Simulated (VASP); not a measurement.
# Tl (I4/mmm) in VASP: notebook

The runs below take Tl through single point, with r2SCAN.

Program: VASP 6.6.1. These are calculated values, not measurements. Logs are shortened: lines on timing, memory, paths and dates and some standing lists are left out, and cuts for length are marked.

**1. The cell of the first run**

The structure is tetragonal, space group I4/mmm (No. 139). The conventional cell has a = 4.173 Å, b = 4.173 Å, c = 3.882 Å, α = 90.00°, β = 90.00°, γ = 90.00°. Tl (site symmetry 4/mmm) has 14 Tl at 3.53 to 4.17 Å within 4.6 Å.

**2. Single point, r2SCAN (strain +0.0750 x Voigt [1, 1, 0, 0, 0, 0])**

Input file POSCAR:

```
Tl
1.0
   -2.0865750000      2.0865750000      1.9410000000
    2.0865750000     -2.0865750000      1.9410000000
    2.0865750000      2.0865750000     -1.9410000000
Tl
1
Direct
    0.0000000000      0.0000000000      0.0000000000
```

Input file INCAR.step1:

```
  ALGO = Normal
  EDIFF = 1E-4
  ENCUT = 520
  GGA = PE
  ISMEAR = 0
  LASPH = True
  LCHARG = False
  LREAL = False
  LWAVE = True
  NBANDS = 12
  NELM = 100
  PREC = Accurate
  SIGMA = 0.15
```

Input file INCAR.step2:

```
  ALGO = Normal
  EDIFF = 1E-7
  ENCUT = 520
  ISIF = 2
  ISMEAR = 0
  ISTART = 1
  LASPH = True
  LCHARG = True
  LELF = True
  LMIXTAU = True
  LREAL = False
  LVHAR = True
  LWAVE = False
  METAGGA = R2SCAN
  NBANDS = 12
  NELM = 100
  PREC = Accurate
  SIGMA = 0.15
```

Input file KPOINTS:

```
k-points
0
Gamma
  18 18 18
```

Potentials or basis: VASP PAW PBE potentials, release 64 (Tl_d).

Started as:

```console
cat potpaw_PBE.64/Tl_d/POTCAR > POTCAR
cp INCAR.step1 INCAR
mpirun -np 1 vasp_std > vasp.out
cp INCAR.step2 INCAR
mpirun -np 1 vasp_std > vasp.out
```

OUTCAR:

```text
EDIFF = 1E-7
   ENCUT = 520
   ISIF = 2
   ISMEAR = 0
   ISTART = 1
   LASPH = True
   LREAL = False
   METAGGA = R2SCAN
   NELM = 100
   PREC = Accurate

 ion  position               nearest neighbor table
   1  0.000  0.000  0.000-

  LATTYP: Found a body centered tetragonal cell.
 ALAT       =     4.1731500000
 C/A-ratio  =     0.9302325581

  Lattice vectors:

 A1 = (  -2.0865750000,   2.0865750000,   1.9410000000)
 A2 = (   2.0865750000,  -2.0865750000,   1.9410000000)
 A3 = (   2.0865750000,   2.0865750000,  -1.9410000000)

Analysis of symmetry for initial positions (statically):
=====================================================================
 Subroutine PRICEL returns:
 Original cell was already a primitive cell.

 Routine SETGRP: Setting up the symmetry group for a
 body centered tetragonal supercell.

 Subroutine GETGRP returns: Found 16 space group operations
 (whereof 16 operations were pure point group operations)
 out of a pool of 16 trial point group operations.

The static configuration has the point symmetry D_4h.

Analysis of symmetry for dynamics (positions and initial velocities):
=====================================================================
 Subroutine PRICEL returns:
 Original cell was already a primitive cell.

 Routine SETGRP: Setting up the symmetry group for a
 body centered tetragonal supercell.

 Subroutine GETGRP returns: Found 16 space group operations
 (whereof 16 operations were pure point group operations)
 out of a pool of 16 trial point group operations.

The dynamic configuration has the point symmetry D_4h.

 Subroutine INISYM returns: Found 16 space group operations
 (whereof 16 operations are pure point group operations),
 and found     1 'primitive' translations

----------------------------------------------------------------------------------------

                                     Primitive cell

  volume of cell :      33.8029

  direct lattice vectors                    reciprocal lattice vectors
    -2.086575000  2.086575000  1.941000000     0.000000000  0.239627140  0.257599176
     2.086575000 -2.086575000  1.941000000     0.239627140  0.000000000  0.257599176
     2.086575000  2.086575000 -1.941000000     0.239627140  0.239627140  0.000000000

  length of vectors
     3.532006719  3.532006719  3.532006719     0.351821690  0.351821690  0.338883952

  position of ions in fractional coordinates (direct lattice)
     0.000000000  0.000000000  0.000000000

  ion indices of the primitive-cell ions
   primitive index   ion index
                 1           1

----------------------------------------------------------------------------------------

 KPOINTS: k-points

Automatic generation of k-mesh.
 Grid dimensions read from file:
 generate k-points for:   18   18   18

 Generating k-lattice:

  Cartesian coordinates                     Fractional coordinates (reciprocal lattice)
     0.000000000  0.013312619  0.014311065     0.055555556  0.000000000  0.000000000
     0.013312619  0.000000000  0.014311065     0.000000000  0.055555556  0.000000000
     0.013312619  0.013312619  0.000000000     0.000000000  0.000000000  0.055555556

  Length of vectors
     0.019545649  0.019545649  0.018826886

  Shift w.r.t. Gamma in fractional coordinates (k-lattice)
     0.000000000  0.000000000  0.000000000

 Subroutine IBZKPT returns following result:
 ===========================================

 Found    480 irreducible k-points:

 Following reciprocal coordinates:
            Coordinates               Weight
  0.000000  0.000000  0.000000      1.000000
  0.055556  0.000000 -0.000000      8.000000
  0.111111  0.000000 -0.000000      8.000000
  0.166667  0.000000 -0.000000      8.000000
  0.222222  0.000000 -0.000000      8.000000
  0.277778  0.000000 -0.000000      8.000000
[... 16 lines left out ...]
 -0.277778  0.055556  0.000000     16.000000
 -0.222222  0.055556  0.000000     16.000000
 [... further k-points ...]
   k-points           NKPTS =    480   k-points in BZ     NKDIM =    480   number of bands    NBANDS=     12
   number of dos      NEDOS =    301   number of ions     NIONS =      1
   total plane-waves  NPLWV =  21952
   dimension x,y,z NGX =    28 NGY =   28 NGZ =   28
   dimension x,y,z NGXF=    56 NGYF=   56 NGZF=   56
   ions per type =               1
   NGX,Y,Z   is equivalent  to a cutoff of  13.18, 13.18, 13.18 a.u.
   NGXF,Y,Z  is equivalent  to a cutoff of  26.36, 26.36, 26.36 a.u.
 SYSTEM =  unknown system
   PREC   = accura    normal or accurate (medium, high low for compatibility)
   ISTART =      1    job   : 0-new  1-cont  2-samecut
   ICHARG =      0    charge: 1-file 2-atom 10-const
   ISPIN  =      1    spin polarized calculation?
   LNONCOLLINEAR =      F non collinear calculations
   LSORBIT =      F    spin-orbit coupling
   LASPH  =      T    aspherical Exc in radial PAW
   ENCUT  =  520.0 eV  38.22 Ry    6.18 a.u.   6.57  6.57  6.57*2*pi/ulx,y,z
   NELM   =    100;   NELMIN=  2; NELMDL=  0     # of ELM steps
   EDIFF  = 0.1E-06   stopping-criterion for ELM
   LREAL  =      F    real-space projection
   EDIFFG = 0.1E-05   stopping-criterion for IOM
   NSW    =      0    number of steps for IOM
   IBRION =     -1    ionic relax: 0-MD 1-quasi-New 2-CG
   NFREE  =      0    steps in history (QN), initial steepest desc. (CG)
   ISIF   =      2    stress and relaxation
   ISYM   =      2    0-nonsym 1-usesym 2-fastsym
   POTIM  = 0.5000    time-step for ionic-motion
   TEBEG  =    0.0;   TEEND  =   0.0 temperature during run
   PSTRESS=    0.0 pullay stress
   NELECT =      13.0000    total number of electrons
   NUPDOWN=      -1.0000    fix difference up-down
   EMIN   =  10.00;   EMAX   =-10.00  energy-range for DOS
   EFERMI =   0.00;   METHOD = LEGACY
   ISMEAR =     0;   SIGMA  =   0.15  broadening in eV -4-tet -1-fermi 0-gaus
   EFERMI_NEDOS =   21; number of points for ismear=-14 and -15
   IALGO  =     38    algorithm
   IMIX   =      4    mixing-type and parameters
     AMIX     =   0.40;   BMIX     =  1.00
     AMIX_MAG =   1.60;   BMIX_MAG =  1.00
  volume/ion in A,a.u.               =      33.80       228.11
  Fermi-wavevector in a.u.,A,eV,Ry     =   1.190524  2.249764 19.284178  1.417347
  Thomas-Fermi vector in A             =   2.326607
   LORBIT       =      0    0 simple, 1 ext, 2 COOP (PROOUT), +10 PAW based schemes
   METAGGA = R2SCAN    functional components
   LHFCALC =     F    Hartree Fock is set to
   AEXX    =    0.0000 exact exchange contribution
   IVDW    =     0    specifies the selected vdW correction
   LEPSILON=     F    determine dielectric tensor
   LRPA    =     F    only Hartree local field effects (RPA)
 non-spin polarized calculation
 Gauss-broadening in eV      SIGMA  =   0.15
  energy-cutoff  :      520.00
  volume of cell :       33.80
 maximum number of plane-waves:       931
   NGX = 13   NGY = 13   NGZ = 13

 number of electron      12.9999997 magnetization

 Free energy of the ion-electron system (eV)
  ---------------------------------------------------
  ext. energy  EPLUGINS =         0.00000000
  ---------------------------------------------------
  free energy    TOTEN  =       -53.13882119 eV

  energy without entropy =      -53.13369272  energy(sigma->0) =      -53.13625695

 E-fermi :   4.9862     XC(G=0):  -9.9197

 val. band max:        4.9696946725   @ k =  -0.4444  -0.4444   0.2778
 cond. band min:       5.0136442702   @ k =  -0.2222  -0.3889   0.2222
 fundamental gap:      0.0439495978
 Fermi energy:         4.9862213713

 k-point     1 :       0.0000    0.0000    0.0000
  band No.  band energies     occupation
      1      -7.1642      2.00000
      2      -7.0957      2.00000
      3      -7.0957      2.00000
      4      -6.8676      2.00000
      5      -6.8022      2.00000
      6      -4.4590      2.00000
      7      14.0531      0.00000
      8      14.0531      0.00000
      9      14.7067      0.00000
     10      17.4142      0.00000
     11      17.4142      0.00000
     12      18.1070      0.00000

 k-point     2 :       0.0556    0.0000   -0.0000
  band No.  band energies     occupation
      1      -7.1592      2.00000
      2      -7.0932      2.00000
      3      -7.0907      2.00000
      4      -6.8665      2.00000
      5      -6.8058      2.00000
      6      -4.3956      2.00000
      7      13.6351      0.00000
      8      13.8400      0.00000
      9      14.3549      0.00000
     10      17.0583      0.00000
     11      17.2554      0.00000
     12      17.8673      0.00000

 k-point     3 :       0.1111    0.0000   -0.0000
  band No.  band energies     occupation
      1      -7.1562      2.00000
      2      -7.0876      2.00000
      3      -7.0644      2.00000
      4      -6.8634      2.00000
      5      -6.8157      2.00000
      6      -4.2041      2.00000
      7      12.3376      0.00000
      8      13.3020      0.00000
      9      13.8589      0.00000
     10      16.3608      0.00000
     11      16.9014      0.00000
     12      17.7466      0.00000
[... 286 lines left out ...]
 k-point    23 :      -0.2778    0.0556    0.0000
  band No.  band energies     occupation
      1      -7.1895      2.00000
      2      -7.0969      2.00000
      3      -6.8890      2.00000
      4      -6.8577      2.00000
      5      -6.8362      2.00000
      6      -3.1344      2.00000
      7       8.1875      0.00000
      8      11.1370      0.00000
      9      12.4064      0.00000
     10      15.2191      0.00000
     11      16.5385      0.00000
     12      18.6010      0.00000

 k-point    24 :      -0.2222    0.0556    0.0000
  band No.  band energies     occupation
      1      -7.1699      2.00000
      2      -7.0876      2.00000
      3      -6.9639      2.00000
      4      -6.8691      2.00000
      5      -6.8289      2.00000
      6      -3.6441      2.00000
      7       9.7848      0.00000
      8      11.8590      0.00000
      9      12.9519      0.00000
     10      15.6615      0.00000
     11      16.8463      0.00000
     12      18.1448      0.00000

 [... further k-points ...]

------------------------ aborting loop because EDIFF is reached ----------------------------------------

  FORCE on cell =-STRESS in cart. coord.  units (eV):
  Direction    XX          YY          ZZ          XY          YZ          ZX
  --------------------------------------------------------------------------------------
  -------------------------------------------------------------------------------------
  Total       -0.6194547     -0.6194547     -0.5261145      0.0000000      0.0000000      0.0000000
  in kB      -29.3607150    -29.3607150    -24.9366036      0.0000000      0.0000000      0.0000000
  external PRESSURE =     -27.8860112 kB  Pullay stress =       0.0000000 kB

 VOLUME and BASIS-vectors are now :
 -----------------------------------------------------------------------------
  energy-cutoff  :      520.00
  volume of cell :       33.80
      direct lattice vectors                 reciprocal lattice vectors
    -2.086575000  2.086575000  1.941000000     0.000000000  0.239627140  0.257599176
     2.086575000 -2.086575000  1.941000000     0.239627140  0.000000000  0.257599176
     2.086575000  2.086575000 -1.941000000     0.239627140  0.239627140  0.000000000

 POSITION                                       TOTAL-FORCE (eV/Angst)
 -----------------------------------------------------------------------------------
      0.00000      0.00000      0.00000         0.000000     -0.000000      0.000000
 -----------------------------------------------------------------------------------
    total drift:                               -0.000000     -0.000000     -0.000000

  FREE ENERGIE OF THE ION-ELECTRON SYSTEM (eV)
  ---------------------------------------------------
  free  energy   TOTEN  =       -53.1388211865 eV

  energy  without entropy=      -53.1336927227  energy(sigma->0) =      -53.13625695
```

It took 4.6 min on 1 thread of Intel Xeon 6975P-C (Granite Rapids), shared host; peak memory 0.31 GiB.

Results:

```
Free energy : -53.1388 eV
Pressure    : -2.8 GPa
```

Stress tensor (GPa, compression positive):
```
-2.94  0.00  0.00
 0.00 -2.94  0.00
 0.00  0.00 -2.49
```

Caveat: the cell differs from its parent crystal (strain +0.0750 x Voigt [1, 1, 0, 0, 0, 0]); the PAW data sets were made with another functional, which shifts forces and pressure a little; spin-orbit coupling is left out, which moves the levels of the heavy elements.

**3. Single point, r2SCAN (strain +0.1000 x Voigt [1, 1, 0, 0, 0, 0])**

Input file POSCAR:

```
Tl
1.0
   -2.1351000000      2.1351000000      1.9410000000
    2.1351000000     -2.1351000000      1.9410000000
    2.1351000000      2.1351000000     -1.9410000000
Tl
1
Direct
    0.0000000000      0.0000000000      0.0000000000
```

Input file INCAR.step1:

```
SYSTEM = Tl
  ALGO = Normal
  EDIFF = 1E-4
  ENCUT = 520
  GGA = PE
  ISMEAR = 0
  LASPH = .TRUE.
  LCHARG = .FALSE.
  LREAL = .FALSE.
  LWAVE = .TRUE.
  NBANDS = 12
  NELM = 100
  PREC = Accurate
  SIGMA = 0.15
```

Input file INCAR.step2:

```
SYSTEM = Tl
  ALGO = Normal
  EDIFF = 1E-6
  ENCUT = 520
  ISIF = 2
  ISMEAR = 0
  ISTART = 1
  LASPH = .TRUE.
  LCHARG = .TRUE.
  LELF = .TRUE.
  LMIXTAU = .TRUE.
  LREAL = .FALSE.
  LVHAR = .TRUE.
  LWAVE = .FALSE.
  METAGGA = R2SCAN
  NBANDS = 12
  NELM = 100
  PREC = Accurate
  SIGMA = 0.15
```

Input file KPOINTS:

```
k-points
0
G
  18 18 18
  0 0 0
```

Potentials or basis: VASP PAW PBE potentials, release 64 (Tl_d).

Started as:

```console
cat potpaw_PBE.64/Tl_d/POTCAR > POTCAR
cp INCAR.step1 INCAR
mpirun -np 1 vasp_std > vasp.out
cp INCAR.step2 INCAR
mpirun -np 1 vasp_std > vasp.out
```

Wall time 11 min (1 thread of Intel Xeon Platinum 8259CL at 2.50GHz (Skylake/Cascade Lake), shared host); peak memory 0.32 GiB.

The run converged. Its results:

```yaml
Free_energy: -53.1068 eV
Pressure: -3.4 GPa
```

Stress tensor (GPa, compression positive):
```
-3.61  0.00  0.00
 0.00 -3.61  0.00
 0.00  0.00 -3.05
```

Levels at points of the mesh, in eV from the Fermi level:
| k point | band 2 | band 3 | band 4 | band 5 | band 6 | band 7 | band 8 | band 9 | band 10 | band 11 |
| --- | --- | --- | --- | --- | --- | --- | --- | --- | --- | --- |
| (0.00, 0.00, 0.00) | -12.04 | -12.04 | -11.87 | -11.79 | -9.20 | 8.54 | 8.54 | 9.39 | 12.30 | 12.30 |
| (0.50, 0.00, 0.00) | -12.13 | -11.84 | -11.76 | -11.65 | -5.30 | -1.97 | 4.72 | 6.10 | 8.60 | 9.99 |
| (0.50, 0.50, 0.00) | -12.11 | -11.89 | -11.84 | -11.66 | -5.77 | -2.21 | 5.82 | 7.58 | 10.01 | 11.33 |
| (0.50, 0.50, 0.50) | -12.16 | -11.69 | -11.69 | -11.67 | -3.08 | 0.92 | 0.92 | 2.55 | 5.76 | 6.91 |

Caveat: the cell differs from its parent crystal (strain +0.1000 x Voigt [1, 1, 0, 0, 0, 0]); the PAW data sets were made with another functional, which shifts forces and pressure a little; spin-orbit coupling is left out, which moves the levels of the heavy elements.

(Continued in part 2 of 2.)
